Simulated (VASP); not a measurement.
Here is a VASP 6.6.1 calculation.

File INCAR:

```
SYSTEM = SiSn2Ge3
  ALGO = Fast
  EDIFF = 1E-7
  EDIFFG = -0.01
  ENCUT = 600
  GGA = PE
  IBRION = 2
  ISIF = 3
  ISMEAR = 0
  LASPH = .True.
  LCHARG = .False.
  LREAL = .False.
  LWAVE = .False.
  NELM = 100
  NSW = 100
  PREC = Accurate
  SIGMA = 0.1
```

KPOINTS

```
k-points
0
Gamma
  12 12 8
  0 0 0
```

The input POSCAR:

```
SiSn2Ge3
1.0
    5.4906271716      0.0000000000      0.0000000000
   -2.7453135858      4.7550226133      0.0000000000
    0.0000000000      0.0000000000      5.4463858789
Si Sn Ge
1 2 3
Direct
    0.0000000000      0.0000000000      0.0000000000
    0.6666666667      0.3333333333      0.0000000000
    0.3333333333      0.6666666667      0.0000000000
    0.0000000000      0.5000000000      0.5000000000
    0.5000000000      0.0000000000      0.5000000000
    0.5000000000      0.5000000000      0.5000000000
```

Potentials or basis: VASP PAW PBE potentials, release 64 (Si, Sn_d, Ge_d).

Launch:

```bash
$ cat potpaw_PBE.64/Si/POTCAR potpaw_PBE.64/Sn_d/POTCAR potpaw_PBE.64/Ge_d/POTCAR > POTCAR
$ mpirun -np 1 vasp_std > vasp.out
```

Q: What does it give for the space group after relaxing (to 0.1 Å)?

A: P6/mmm (No. 191).

Q: Estimate the relaxed cell.

A: a = 5.464 Å, b = 5.464 Å, c = 5.544 Å, α = 90.00°, β = 90.00°, γ = 120.00°.

Q: Estimate the band gap on the k mesh.

A: Zero (bands 37 and 38 overlap by 3.07 eV).

Q: What does it give for the relaxed volume?

A: 23.89 Å³/atom.

Final structure:
```
Si Sn Ge
1.0
     5.46376    0.00000    0.00000
    -2.73188    4.73176    0.00000
     0.00000    0.00000    5.54432
Si Sn Ge
1 2 3
Direct
  0.00000 0.00000 0.00000
  0.66667 0.33333 0.00000
  0.33333 0.66667 0.00000
  0.00000 0.50000 0.50000
  0.50000 0.00000 0.50000
  0.50000 0.50000 0.50000
```

Caveat: spin-orbit coupling is left out, which moves the levels of the heavy elements.
